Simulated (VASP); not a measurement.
Pd: single point with PBEsol+D4

System: Pd, a slab with vacuum.

```
Pd
1.0
     0.00000    5.41295    0.00000
    -4.68775   -2.70648    0.00000
     0.00000    0.00000   26.69969
Pd
16
Direct
  0.00000 0.00000 0.26218
  0.00000 0.50000 0.26218
  0.50000 0.00000 0.26218
  0.50000 0.50000 0.26218
  0.33313 0.16678 0.34715
  0.33322 0.66635 0.34715
  0.83365 0.16687 0.34715
  0.83333 0.66667 0.34674
  0.66753 0.33374 0.43094
  0.66621 0.83247 0.43094
  0.16667 0.33333 0.43206
  0.16626 0.83379 0.43094
  0.00118 0.50081 0.51687
  0.99919 0.00037 0.51687
  0.49963 0.49882 0.51687
  0.50000 0.00000 0.51504
```

```
Program                : VASP 6.6.1
Task                   : single point
Functional             : PBEsol
Dispersion             : D4
Potentials or basis    : VASP PAW PBE potentials, release 64 (Pd)
Cutoff                 : 400 eV
k mesh                 : 9 × 9 × 1
Occupations            : methfessel-paxton, width 0.1 eV
Spin                   : no spin polarisation
Dipole correction      : yes
Further INCAR settings : ALGO = Normal; EDIFF = 1e-06; NBANDS = 94; NELMDL = -8
```

```json
{
  "Largest force": "0.167 eV/Å",
  "Band gap on the k mesh": "zero (bands 80 and 81 overlap by 0.59 eV)",
  "Dispersion energy per atom": "-0.215 eV"
}
```

Forces on the atoms (eV/Å):
```
Pd  -0.014 -0.001  0.056
Pd   0.006  0.012  0.056
Pd   0.000  0.000  0.073
Pd   0.008 -0.012  0.056
Pd  -0.009 -0.002 -0.023
Pd   0.006 -0.007 -0.023
Pd   0.003  0.008 -0.023
Pd   0.000  0.000  0.044
Pd  -0.036 -0.026  0.095
Pd  -0.004  0.044  0.095
Pd   0.000  0.000 -0.086
Pd   0.040 -0.019  0.095
Pd   0.001 -0.068 -0.152
Pd   0.059  0.035 -0.152
Pd  -0.059  0.034 -0.152
Pd   0.000  0.000  0.039
```

Levels at points of the mesh, in eV from the Fermi level:
| k point | band 78 | band 79 | band 80 | band 81 | band 82 | band 83 |
| --- | --- | --- | --- | --- | --- | --- |
| (0.00, 0.00, 0.00) | 0.33 | 0.42 | 0.42 | 0.42 | 0.43 | 0.43 |

It took 55 min on 1 thread of Intel Xeon 8259CL, on a shared host, peak memory 0.79 GiB.

Caveat: the PAW data sets were made with another functional, which shifts forces and pressure a little.
